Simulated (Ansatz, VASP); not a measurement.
## One calculation of Pd, two programs

```
Pd
1.0
    -1.61700    1.61700    1.61700
     1.61700   -1.61700    1.61700
     1.61700    1.61700   -1.61700
Pd
1
Cartesian
  0.0000 0.0000 0.0000
```

Alike in both runs: task single point; functional PBE; k mesh 8 × 8 × 8; collinear spin.

|  | VASP | Ansatz |
| --- | --- | --- |
| version | VASP 6.6.1 | Ansatz 0.2 development build |
| potentials or method | VASP PAW PBE potentials, release 64 (Pd) | PAW hard, scalar-relativistic |
| plane-wave cutoff (eV) | 500 | 600 |
| occupations | fermi-dirac, width 0.1 eV | fermi-dirac |

```tsv
	VASP	Ansatz	Ansatz less VASP
net moment per atom (μB)	0.00	0.00	0.000
```
